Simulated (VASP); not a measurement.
Crystal: TlCl.

```
CELL_PARAMETERS angstrom
3.83883 0.00000 0.00000
0.00000 3.83883 0.00000
0.00000 0.00000 3.83883
ATOMIC_POSITIONS crystal
Tl 0.00000 0.00000 0.00000
Cl 0.50000 0.50000 0.50000
```

Base run:

* Program: VASP 6.6.1
* Functional: PBE
* Potentials or basis: VASP PAW PBE potentials, release 64 (Tl_d, Cl)
* Cutoff: 500 eV
* k mesh: 4 × 4 × 4
* Occupations: gaussian, width 0.01 eV
* Spin: no spin polarisation

Its results: band gap on the k mesh 2.09 eV; pressure 1.2 GPa.

The run is repeated on the same cell with these changes: functional from PBE to PBE-based screened hybrid with 10 % exact exchange; cutoff from 500 eV to 400 eV. What comes out?

Band gap on the k mesh 2.32 eV; pressure 1.0 GPa.

Caveats: spin-orbit coupling is left out, which moves the levels of the heavy elements; the PAW data sets were made with another functional, which shifts forces and pressure a little (at least some runs).

A k mesh can miss the band edges.
